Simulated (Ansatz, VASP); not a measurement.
## Two plane-wave programs on LiH

```
CELL_PARAMETERS angstrom
2.69204 0.00000 0.00000
0.00000 2.69204 0.00000
0.00000 0.00000 23.80000
ATOMIC_POSITIONS crystal
Li 0.50000 0.50000 0.29412
H 0.00000 0.00000 0.29412
```

Alike in both runs: functional PBE; k mesh 10 × 10 × 1; no spin polarisation.

Ansatz relaxed the structure, and its values are those at the end. VASP's run is a single point on that final structure, the one shown.

|  | VASP | Ansatz |
| --- | --- | --- |
| version | VASP 6.6.1 | Ansatz 0.2.0 |
| potentials or method | VASP PAW PBE potentials, release 64 (Li_sv, H), cutoff 650 eV | scalar-relativistic, plane waves, PAW |
| occupations | gaussian, width 0.01 eV | fixed |
| valence electrons in the cell | 4 | 4 |

|  | VASP | Ansatz | Ansatz less VASP |
| --- | --- | --- | --- |
| gap on the k mesh at the Fermi level (eV) | 1.16 | 1.15 | -0.002 |
| least direct gap on the mesh (eV) | 4.94 | 4.94 | -0.001 |
